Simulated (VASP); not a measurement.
Set up this calculation in VASP 6.6.1, as the native input.

```
Task                   : single point
Functional             : PBE
Potentials or basis    : VASP PAW PBE potentials, release 64 (Au)
Cutoff                 : 520 eV
k mesh                 : 20 × 20 × 20
Occupations            : gaussian, width 0.15 eV
Spin                   : no spin polarisation
Dipole correction      : no
Further INCAR settings : ALGO = Normal; EDIFF = 1e-06; NBANDS = 12
```

The structure of Au lies in POSCAR:

```
Au
1.0
    0.0000000000      2.0455000000      2.1273200000
    2.0455000000      0.0000000000      2.1273200000
    2.0455000000      2.0455000000      0.0000000000
Au
1
Direct
    0.0000000000      0.0000000000      0.0000000000
```

This cell differs from its parent crystal: strain +0.000 along x and y, +0.040 along z.

These files were run (other wordings do the same):

INCAR

```
PREC = Accurate
ENCUT = 520
EDIFF = 1E-6
ISMEAR = 0
SIGMA = 0.15
LREAL = False
LASPH = True
NELM = 60
ALGO = Normal
ISIF = 2
LWAVE = False
LCHARG = True
GGA = PE
LELF = True
LVHAR = True
NBANDS = 12
```

KPOINTS

```
regular mesh
0
Gamma
  20 20 20
```

Potentials or basis: VASP PAW PBE potentials, release 64 (Au).

Run with:

```console
$ cat potpaw_PBE.64/Au/POTCAR > POTCAR
$ mpirun -np 1 vasp_std > vasp.out
```

Results of the run:

```
Pressure : 1.2 GPa
```

Caveat: the cell differs from its parent crystal (strain +0.000 along x and y, +0.040 along z).

Wall time 32 s on 1 thread of Intel(R) Xeon(R) 6975P-C (Granite Rapids) (shared host), peak memory 0.25 GiB.
